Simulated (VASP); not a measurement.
## NdTl2P3: single point with PBE

Crystal: NdTl2P3.

```
Nd Tl P
1.0
     5.52637    0.00000    0.00000
    -2.76319    4.78598    0.00000
     0.00000    0.00000    5.56313
Nd Tl P
1 2 3
Direct
  0.00000 0.00000 0.00000
  0.33333 0.66667 0.50000
  0.66667 0.33333 0.50000
  0.33333 0.66667 0.00000
  0.66667 0.33333 0.00000
  0.00000 0.00000 0.50000
```

The cell was generated, and may not be a known phase.

| Item | Value |
| --- | --- |
| Program | VASP 6.6.1 |
| Task | single point |
| Functional | PBE |
| Potentials or basis | VASP PAW PBE potentials, release 64 (Nd_3, Tl_d, P), 4f in core |
| Cutoff | 500 eV |
| k mesh | 4 × 4 × 2 |
| Occupations | gaussian, width 0.2 eV |
| Spin | no spin polarisation |
| Dipole correction | no |
| Further INCAR settings | ALGO = Normal; EDIFF = 1e-06; NBANDS = 35 |

| Item | Value |
| --- | --- |
| Pressure | 0.0 GPa |
| Band gap on the k mesh | zero (bands 26 and 27 overlap by 0.90 eV) |

Stress tensor (GPa, compression positive):
```
 0.09  0.00  0.00
 0.00  0.09  0.00
 0.00  0.00 -0.10
```

Levels at points of the mesh, in eV from the Fermi level:
```tsv
k point	band 22	band 23	band 24	band 25	band 26	band 27	band 28	band 29	band 30	band 31
(0.00, 0.00, 0.00)	-2.24	-1.82	-1.67	-1.67	0.08	0.58	0.58	1.16	1.16	1.63
(0.50, 0.00, 0.00)	-2.71	-2.66	-1.56	-0.47	-0.25	-0.09	1.03	1.37	2.70	2.70
(0.00, 0.00, 0.50)	-2.77	-1.96	-1.96	-0.01	-0.01	0.20	0.20	0.84	2.92	2.94
(0.50, 0.00, 0.50)	-2.65	-2.16	-0.30	-0.15	0.20	1.10	1.59	2.68	2.69	2.78
```

Run time: 39 s on 1 thread of AMD EPYC 7R13 Processor (Zen 3), on a shared host, peak memory 0.22 GiB.

Caveat: the k points lie up to 0.56 Å⁻¹ apart, too coarse for converged energies and pressures of a metal; spin-orbit coupling is left out, which moves the levels of the heavy elements; the 4f electrons are frozen in the core, so they carry no moment and show no levels. Spin polarisation is off, so any magnetic state and its effect on volume and gap are missing.
